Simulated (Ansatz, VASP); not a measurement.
Ti in VASP and in Ansatz

```
Ti
1.0
     0.00000    1.97925    2.03000
     1.97925    0.00000    2.03000
     1.97925    1.97925    0.00000
Ti
1
Direct
  0.00000 0.00000 0.00000
```

Change from the starting cell: strain -0.025 along x and y, +0.000 along z, atoms carried along.

Alike in both runs: task single point; functional r2SCAN; k mesh 20 × 20 × 20; occupations gaussian, width 0.15 eV; no spin polarisation.

|  | VASP | Ansatz |
| --- | --- | --- |
| version | VASP 6.6.1 | Ansatz 0.2.0 |
| potentials or method | VASP PAW PBE potentials, release 64 (Ti_sv), cutoff 520 eV | scalar-relativistic, plane waves, PAW |
| valence electrons in the cell | 12 | 12 |

|  | VASP | Ansatz | Ansatz less VASP |
| --- | --- | --- | --- |
| gap on the k mesh at the Fermi level (eV) | none | none | - |
| pressure (GPa) | 11.7 | 11.3 | -0.46 |
| traceless stress, the component that is largest in VASP (GPa) | -0.54 | -0.53 | +0.010 |

VASP's potentials were made for PBE, not for r2SCAN. A gap of «none» marks a metal or a gap that the smearing closes. With one functional, cell and mesh, what is left measures potentials, basis and numerics.
